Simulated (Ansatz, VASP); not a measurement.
# Two plane-wave programs on Ag

```
CELL_PARAMETERS angstrom
0.00000 2.06963 2.06963
2.06963 0.00000 2.06963
2.06963 2.06963 0.00000
ATOMIC_POSITIONS crystal
Ag 0.00000 0.00000 0.00000
```

Alike in both runs: task single point; functional PBE0; k mesh 6 × 6 × 6; occupations fermi-dirac, width 0.05 eV; no spin polarisation.

|  | VASP | Ansatz |
| --- | --- | --- |
| version | VASP 6.6.1 | Ansatz 0.2.0 |
| potentials or method | VASP PAW PBE potentials, release 64 (Ag) | Ansatz PAW |
| plane-wave cutoff (eV) | 520 | 420 |
| valence electrons in the cell | 11 | 19 |

Ansatz gave:

- gap on the k mesh at the Fermi level (eV): none
- pressure (GPa): 0.6

**Question.** Estimate VASP's values.

**Answer.** gap on the k mesh at the Fermi level (eV): none; pressure (GPa): 1.6.

A gap of «none» marks a metal or a gap that the smearing closes. The functional is the same, so the differences come from potentials, cutoffs and numerics. VASP's potentials hold 11 valence electrons a cell and Ansatz's 19, so a difference there can come from the potentials and not from the codes.

The k mesh is coarse, so the values compare programs but aren't converged.
